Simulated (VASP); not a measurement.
# AlNi3 (R-3m) in VASP: notebook

Runs on AlNi3. Level: PBE. Tasks: single point.

Everything below comes from runs of VASP 6.6.1. Logs are shortened: lines on timing, memory, paths and dates and some standing lists are left out, and cuts for length are marked.

## (1) The cell of the first run

Symmetry: R-3m, No. 166, trigonal system. The conventional cell has a = 4.184 Å, b = 4.184 Å, c = 8.544 Å, α = 90.00°, β = 90.00°, γ = 120.00°. Al (site symmetry -3m) has 14 Ni at 2.14 to 2.80 Å within 2.9 Å. Within 2.9 Å of Ni (site symmetry 3m) lie 4 Al at 2.14 to 2.52 Å and 10 Ni at 2.14 to 2.80 Å. Ni (site symmetry -3m) has 8 Ni at 2.14 to 2.52 Å and 6 Al at 2.80 Å within 2.9 Å.

## (2) Single point, PBE (10.80 Å³/atom)

The input, INCAR:

```
PREC = Accurate
ENCUT = 520
EDIFF = 1E-6
ISMEAR = 0
SIGMA = 0.15
LREAL = F
LASPH = T
NELM = 100
ALGO = Fast
ISIF = 2
LWAVE = F
LCHARG = F
GGA = PE
NBANDS = 24
```

The input, KPOINTS:

```
Automatic mesh
0
Gamma
  14 14 14
```

The input, POSCAR:

```
AlNi3
1.0
   -0.3282164736      2.6304656801      2.6304656801
    2.6304656801     -0.3282164736      2.6304656801
    2.6304656801      2.6304656801     -0.3282164736
Al Ni
1 3
Direct
    0.5000000000      0.5000000000      0.5000000000
    0.2500000000      0.2500000000      0.2500000000
    0.0000000000      0.0000000000      0.0000000000
    0.7500000000      0.7500000000      0.7500000000
```

Potentials or basis: VASP PAW PBE potentials, release 64 (Al, Ni).

Run with:

```sh
$ cat potpaw_PBE.64/Al/POTCAR potpaw_PBE.64/Ni/POTCAR > POTCAR
$ mpirun -np 1 vasp_std > vasp.out
```

OUTCAR:

```text
PREC = Accurate
   ENCUT = 520
   EDIFF = 1E-6
   ISMEAR = 0
   LREAL = F
   LASPH = T
   NELM = 100
   ISIF = 2
   GGA = PE

 ion  position               nearest neighbor table
   1  0.500  0.500  0.500-   2 2.14   4 2.14   2 2.52   2 2.52   4 2.52   4 2.52   2 2.52   4 2.52
                             3 2.80   3 2.80   3 2.80   3 2.80   3 2.80   3 2.80
   2  0.250  0.250  0.250-   1 2.14   3 2.14   3 2.52   3 2.52   1 2.52   1 2.52   3 2.52   1 2.52
                             4 2.80   4 2.80   4 2.80   4 2.80   4 2.80   4 2.80
   3  0.000  0.000  0.000-   2 2.14   4 2.14   4 2.52   4 2.52   2 2.52   2 2.52   4 2.52   2 2.52
                             1 2.80   1 2.80   1 2.80   1 2.80   1 2.80   1 2.80
   4  0.750  0.750  0.750-   1 2.14   3 2.14   1 2.52   1 2.52   3 2.52   3 2.52   1 2.52   3 2.52
                             2 2.80   2 2.80   2 2.80   2 2.80   2 2.80   2 2.80

  LATTYP: Found a trigonal (rhomboedric) cell.
 ALAT       =     3.7344913230
 COS(alpha) =     0.3723266135

  Lattice vectors:

 A1 = (  -0.3282164736,   2.6304656801,   2.6304656801)
 A2 = (   2.6304656801,  -0.3282164736,   2.6304656801)
 A3 = (   2.6304656801,   2.6304656801,  -0.3282164736)

Analysis of symmetry for initial positions (statically):
=====================================================================
 Subroutine PRICEL returns:
 Original cell was already a primitive cell.

 Routine SETGRP: Setting up the symmetry group for a
 trigonal (rhombohedral) supercell.

 Subroutine GETGRP returns: Found 12 space group operations
 (whereof 12 operations were pure point group operations)
 out of a pool of 12 trial point group operations.

The static configuration has the point symmetry D_3d.

Analysis of symmetry for dynamics (positions and initial velocities):
=====================================================================
 Subroutine PRICEL returns:
 Original cell was already a primitive cell.

 Routine SETGRP: Setting up the symmetry group for a
 trigonal (rhombohedral) supercell.

 Subroutine GETGRP returns: Found 12 space group operations
 (whereof 12 operations were pure point group operations)
 out of a pool of 12 trial point group operations.

The dynamic configuration has the point symmetry D_3d.

 Subroutine INISYM returns: Found 12 space group operations
 (whereof 12 operations are pure point group operations),
 and found     1 'primitive' translations

----------------------------------------------------------------------------------------

                                     Primitive cell

  volume of cell :      43.1800

  direct lattice vectors                    reciprocal lattice vectors
    -0.328216474  2.630465680  2.630465680    -0.157749505  0.180238811  0.180238811
     2.630465680 -0.328216474  2.630465680     0.180238811 -0.157749505  0.180238811
     2.630465680  2.630465680 -0.328216474     0.180238811  0.180238811 -0.157749505

  length of vectors
     3.734491323  3.734491323  3.734491323     0.299761513  0.299761513  0.299761513

  position of ions in fractional coordinates (direct lattice)
     0.500000000  0.500000000  0.500000000
     0.250000000  0.250000000  0.250000000
     0.000000000  0.000000000  0.000000000
     0.750000000  0.750000000  0.750000000

  ion indices of the primitive-cell ions
   primitive index   ion index
                 1           1
                 2           2
                 3           3
                 4           4

----------------------------------------------------------------------------------------

 KPOINTS: Automatic mesh

Automatic generation of k-mesh.
 Grid dimensions read from file:
 generate k-points for:   14   14   14

 Generating k-lattice:

  Cartesian coordinates                     Fractional coordinates (reciprocal lattice)
    -0.011267822  0.012874201  0.012874201     0.071428571  0.000000000  0.000000000
     0.012874201 -0.011267822  0.012874201     0.000000000  0.071428571  0.000000000
     0.012874201  0.012874201 -0.011267822     0.000000000  0.000000000  0.071428571

  Length of vectors
     0.021411537  0.021411537  0.021411537

  Shift w.r.t. Gamma in fractional coordinates (k-lattice)
     0.000000000  0.000000000  0.000000000

 Subroutine IBZKPT returns following result:
 ===========================================

 Found    288 irreducible k-points:

 Following reciprocal coordinates:
            Coordinates               Weight
  0.000000  0.000000  0.000000      1.000000
  0.071429  0.000000  0.000000      6.000000
  0.142857  0.000000  0.000000      6.000000
  0.214286  0.000000  0.000000      6.000000
  0.285714 -0.000000 -0.000000      6.000000
  0.357143 -0.000000 -0.000000      6.000000
[... 16 lines left out ...]
  0.214286  0.142857  0.000000     12.000000
  0.285714  0.142857 -0.000000     12.000000
 [... further k-points ...]
   k-points           NKPTS =    288   k-points in BZ     NKDIM =    288   number of bands    NBANDS=     24
   number of dos      NEDOS =    301   number of ions     NIONS =      4
   total plane-waves  NPLWV =  21952
   dimension x,y,z NGX =    28 NGY =   28 NGZ =   28
   dimension x,y,z NGXF=    56 NGYF=   56 NGZF=   56
   ions per type =               1   3
   NGX,Y,Z   is equivalent  to a cutoff of  12.46, 12.46, 12.46 a.u.
   NGXF,Y,Z  is equivalent  to a cutoff of  24.93, 24.93, 24.93 a.u.
 SYSTEM =  unknown system
   PREC   = accura    normal or accurate (medium, high low for compatibility)
   ISTART =      0    job   : 0-new  1-cont  2-samecut
   ICHARG =      2    charge: 1-file 2-atom 10-const
   ISPIN  =      1    spin polarized calculation?
   LNONCOLLINEAR =      F non collinear calculations
   LSORBIT =      F    spin-orbit coupling
   LASPH  =      T    aspherical Exc in radial PAW
   ENCUT  =  520.0 eV  38.22 Ry    6.18 a.u.   6.94  6.94  6.94*2*pi/ulx,y,z
   NELM   =    100;   NELMIN=  2; NELMDL= -5     # of ELM steps
   EDIFF  = 0.1E-05   stopping-criterion for ELM
   LREAL  =      F    real-space projection
   EDIFFG = 0.1E-04   stopping-criterion for IOM
   NSW    =      0    number of steps for IOM
   IBRION =     -1    ionic relax: 0-MD 1-quasi-New 2-CG
   NFREE  =      0    steps in history (QN), initial steepest desc. (CG)
   ISIF   =      2    stress and relaxation
   ISYM   =      2    0-nonsym 1-usesym 2-fastsym
   POTIM  = 0.5000    time-step for ionic-motion
   TEBEG  =    0.0;   TEEND  =   0.0 temperature during run
   PSTRESS=    0.0 pullay stress
   NELECT =      33.0000    total number of electrons
   NUPDOWN=      -1.0000    fix difference up-down
   EMIN   =  10.00;   EMAX   =-10.00  energy-range for DOS
   EFERMI =   0.00;   METHOD = LEGACY
   ISMEAR =     0;   SIGMA  =   0.15  broadening in eV -4-tet -1-fermi 0-gaus
   EFERMI_NEDOS =   21; number of points for ismear=-14 and -15
   IALGO  =     68    algorithm
   IMIX   =      4    mixing-type and parameters
     AMIX     =   0.40;   BMIX     =  1.00
     AMIX_MAG =   1.60;   BMIX_MAG =  1.00
  volume/ion in A,a.u.               =      10.80        72.85
  Fermi-wavevector in a.u.,A,eV,Ry     =   1.496759  2.828465 30.480969  2.240288
  Thomas-Fermi vector in A             =   2.608734
   LORBIT       =      0    0 simple, 1 ext, 2 COOP (PROOUT), +10 PAW based schemes
   GGA     = PE    functional components
   LHFCALC =     F    Hartree Fock is set to
   AEXX    =    0.0000 exact exchange contribution
   IVDW    =     0    specifies the selected vdW correction
   LEPSILON=     F    determine dielectric tensor
   LRPA    =     F    only Hartree local field effects (RPA)
 non-spin polarized calculation
 RMM-DIIS sequential band-by-band and
 Gauss-broadening in eV      SIGMA  =   0.15
  energy-cutoff  :      520.00
  volume of cell :       43.18
 maximum number of plane-waves:      1192
   NGX = 13   NGY = 13   NGZ = 13

 number of electron      33.0000009 magnetization

 Free energy of the ion-electron system (eV)
  ---------------------------------------------------
  ext. energy  EPLUGINS =         0.00000000
  ---------------------------------------------------
  free energy    TOTEN  =       -20.41932427 eV

  energy without entropy =      -20.38780610  energy(sigma->0) =      -20.40356519

 E-fermi :  10.2760     XC(G=0): -12.8900

 val. band max:       10.2758249425   @ k =  -0.4286  -0.4286   0.0714
 cond. band min:      10.2763154840   @ k =  -0.4286   0.4286   0.2143
 fundamental gap:      0.0004905415
 Fermi energy:        10.2759631364

 k-point     1 :       0.0000    0.0000    0.0000
  band No.  band energies     occupation
      1      -0.0744      2.00000
      2       6.4496      2.00000
      3       6.4496      2.00000
      4       6.5220      2.00000
      5       6.5220      2.00000
      6       6.8859      2.00000
[... 16 lines left out ...]
     23      18.7223      0.00000
     24      19.3948      0.00000

 k-point     2 :       0.0714    0.0000    0.0000
  band No.  band energies     occupation
      1      -0.0032      2.00000
      2       6.3731      2.00000
      3       6.4544      2.00000
      4       6.5026      2.00000
      5       6.6226      2.00000
      6       6.8848      2.00000
[... 16 lines left out ...]
     23      18.6617      0.00000
     24      19.1140      0.00000

 k-point     3 :       0.1429    0.0000    0.0000
  band No.  band energies     occupation
      1       0.2092      2.00000
      2       6.2944      2.00000
      3       6.3638      2.00000
      4       6.5164      2.00000
      5       6.7709      2.00000
      6       6.8951      2.00000
[... 16 lines left out ...]
     23      18.5118      0.00000
     24      18.5946      0.00000
[... 514 lines left out ...]
 k-point    23 :       0.2143    0.1429    0.0000
  band No.  band energies     occupation
      1       0.6148      2.00000
      2       5.9139      2.00000
      3       6.5170      2.00000
      4       6.7277      2.00000
      5       6.7747      2.00000
      6       6.9072      2.00000
[... 16 lines left out ...]
     23      18.1327      0.00000
     24      19.5852      0.00000

 k-point    24 :       0.2857    0.1429   -0.0000
  band No.  band energies     occupation
      1       1.0204      2.00000
      2       5.6894      2.00000
      3       6.3148      2.00000
      4       6.7962      2.00000
      5       6.8793      2.00000
      6       7.0632      2.00000
[... 16 lines left out ...]
     23      18.3158      0.00000
     24      19.6825      0.00000

 [... further k-points ...]

------------------------ aborting loop because EDIFF is reached ----------------------------------------

  FORCE on cell =-STRESS in cart. coord.  units (eV):
  Direction    XX          YY          ZZ          XY          YZ          ZX
  --------------------------------------------------------------------------------------
  -------------------------------------------------------------------------------------
  Total        5.5973668      5.5973668      5.5973668      7.2652917      7.2652917      7.2652917
  in kB      207.6881468    207.6881468    207.6881468    269.5758623    269.5758623    269.5758623
  external PRESSURE =     207.6881468 kB  Pullay stress =       0.0000000 kB

 VOLUME and BASIS-vectors are now :
 -----------------------------------------------------------------------------
  energy-cutoff  :      520.00
  volume of cell :       43.18
      direct lattice vectors                 reciprocal lattice vectors
    -0.328216474  2.630465680  2.630465680    -0.157749505  0.180238811  0.180238811
     2.630465680 -0.328216474  2.630465680     0.180238811 -0.157749505  0.180238811
     2.630465680  2.630465680 -0.328216474     0.180238811  0.180238811 -0.157749505

 POSITION                                       TOTAL-FORCE (eV/Angst)
 -----------------------------------------------------------------------------------
      2.46636      2.46636      2.46636        -0.000000     -0.000000     -0.000000
      1.23318      1.23318      1.23318         0.241471      0.241471      0.241471
      0.00000      0.00000      0.00000         0.000000     -0.000000      0.000000
      3.69954      3.69954      3.69954        -0.241471     -0.241471     -0.241471
 -----------------------------------------------------------------------------------
    total drift:                                0.000000     -0.000000      0.000000

  FREE ENERGIE OF THE ION-ELECTRON SYSTEM (eV)
  ---------------------------------------------------
  free  energy   TOTEN  =       -20.4193242695 eV

  energy  without entropy=      -20.3878061010  energy(sigma->0) =      -20.40356519
```

Run time: 6.2 min. Hardware: 1 thread of AMD EPYC 7R13, shared host; peak memory 0.33 GiB.

What came out:

```
Free energy            : -20.4193 eV
Pressure               : 20.8 GPa
Largest force          : 0.418 eV/Å
Band gap on the k mesh : zero (an odd number of electrons rules out a gap without spin polarisation)
```

Forces in eV/Å, atoms in the order of the input:
```
Al   0.000  0.000  0.000
Ni   0.241  0.241  0.241
Ni   0.000  0.000  0.000
Ni  -0.241 -0.241 -0.241
```

Levels at points of the mesh, in eV from the Fermi level:
| k point | band 13 | band 14 | band 15 | band 16 | band 17 | band 18 | band 19 | band 20 |
| --- | --- | --- | --- | --- | --- | --- | --- | --- |
| (0.00, 0.00, 0.00) | -0.68 | -0.68 | -0.40 | -0.40 | 4.78 | 4.78 | 5.35 | 5.59 |
| (0.50, 0.00, 0.00) | -0.81 | -0.70 | -0.43 | -0.38 | -0.13 | 4.49 | 4.60 | 4.93 |
| (0.50, 0.50, 0.00) | -0.84 | -0.64 | -0.54 | -0.42 | -0.16 | -0.14 | -0.01 | 3.45 |
| (0.50, 0.50, 0.50) | -0.97 | -0.97 | -0.36 | -0.36 | -0.12 | 3.39 | 3.39 | 4.00 |

Caveat: the cell stands under pressure. Spin polarisation is off, so any magnetic state and its effect on volume and gap are missing.

## (3) Single point, PBE (10.80 Å³/atom)

The input, INCAR:

```
SYSTEM = AlNi3
PREC = Accurate ; ENCUT = 520
EDIFF = 1E-7 ; ISMEAR = 0
SIGMA = 0.15 ; LREAL = .False.
LASPH = .True. ; NELM = 100
ALGO = Fast ; ISIF = 2
LWAVE = .False. ; LCHARG = .False.
GGA = PE ; NBANDS = 24
```

The input, KPOINTS:

```
Automatic mesh
0
Gamma
  14 14 14
  0 0 0
```

The input, POSCAR:

```
AlNi3
1.0
    0.3487182471      2.9693463568      2.9693463568
    2.9693463568      0.3487182471      2.9693463568
    2.9693463568      2.9693463568      0.3487182471
Al Ni
1 3
Direct
    0.5000000000      0.5000000000      0.5000000000
    0.2500000000      0.2500000000      0.2500000000
    0.0000000000      0.0000000000      0.0000000000
    0.7500000000      0.7500000000      0.7500000000
```

Potentials or basis: VASP PAW PBE potentials, release 64 (Al, Ni).

Run with:

```sh
$ cat potpaw_PBE.64/Al/POTCAR potpaw_PBE.64/Ni/POTCAR > POTCAR
$ mpirun -np 1 vasp_std > vasp.out
```

OUTCAR:

```text
SYSTEM = AlNi3
   PREC = Accurate
   ENCUT = 520
   EDIFF = 1E-7
   ISMEAR = 0
   LREAL = .False.
   LASPH = .True.
   NELM = 100
   ISIF = 2
   GGA = PE

 ion  position               nearest neighbor table
   1  0.500  0.500  0.500-   2 2.32   2 2.32   2 2.32   4 2.32   4 2.32   4 2.32   4 2.72   2 2.72
                             3 2.81   3 2.81   3 2.81   3 2.81   3 2.81   3 2.81
   2  0.250  0.250  0.250-   3 2.32   3 2.32   3 2.32   1 2.32   1 2.32   1 2.32   3 2.72   1 2.72
                             4 2.81   4 2.81   4 2.81   4 2.81   4 2.81   4 2.81
   3  0.000  0.000  0.000-   4 2.32   4 2.32   4 2.32   2 2.32   2 2.32   2 2.32   4 2.72   2 2.72
                             1 2.81   1 2.81   1 2.81   1 2.81   1 2.81   1 2.81
[... 855 lines left out ...]
  Total        4.7236669      4.7236669      4.7236669     -3.6133674     -3.6133674     -3.6133674
  in kB      175.2698485    175.2698485    175.2698485   -134.0726095   -134.0726095   -134.0726095
  external PRESSURE =     175.2698485 kB  Pullay stress =       0.0000000 kB

 VOLUME and BASIS-vectors are now :
 -----------------------------------------------------------------------------
  energy-cutoff  :      520.00
  volume of cell :       43.18
      direct lattice vectors                 reciprocal lattice vectors
     0.348718247  2.969346357  2.969346357    -0.201375947  0.180211962  0.180211962
     2.969346357  0.348718247  2.969346357     0.180211962 -0.201375947  0.180211962
     2.969346357  2.969346357  0.348718247     0.180211962  0.180211962 -0.201375947

 POSITION                                       TOTAL-FORCE (eV/Angst)
 -----------------------------------------------------------------------------------
      3.14371      3.14371      3.14371         0.000000     -0.000000     -0.000000
      1.57185      1.57185      1.57185        -0.101923     -0.101923     -0.101923
      0.00000      0.00000      0.00000         0.000000      0.000000     -0.000000
      4.71556      4.71556      4.71556         0.101923      0.101923      0.101923
 -----------------------------------------------------------------------------------
    total drift:                                0.000000     -0.000000      0.000000

  FREE ENERGIE OF THE ION-ELECTRON SYSTEM (eV)
  ---------------------------------------------------
  free  energy   TOTEN  =       -20.8637024974 eV

  energy  without entropy=      -20.8334626194  energy(sigma->0) =      -20.84858256
```

stdout:

```text
POSCAR found type information on POSCAR AlNi
 POSCAR found :  2 types and       4 ions
 scaLAPACK will be used
 LDA part: xc-table for (Slater+PW92), standard interpolation
 POSCAR, INCAR and KPOINTS ok, starting setup
 FFT: planning ... GRIDC
 FFT: planning ... GRID_SOFT
 FFT: planning ... GRID
 WAVECAR not read
 entering main loop
```

It took 9 min on 1 thread of AMD EPYC 7R13, shared host; peak memory 0.34 GiB.

Results:

```
Free energy            : -20.8637 eV
Pressure               : 17.5 GPa
Largest force          : 0.177 eV/Å
Band gap on the k mesh : zero (an odd number of electrons rules out a gap without spin polarisation)
```

Forces on the atoms (eV/Å):
```
Al   0.000  0.000  0.000
Ni  -0.102 -0.102 -0.102
Ni   0.000  0.000  0.000
Ni   0.102  0.102  0.102
```

Caveat: the cell stands under pressure. Spin polarisation is off, so any magnetic state and its effect on volume and gap are missing.
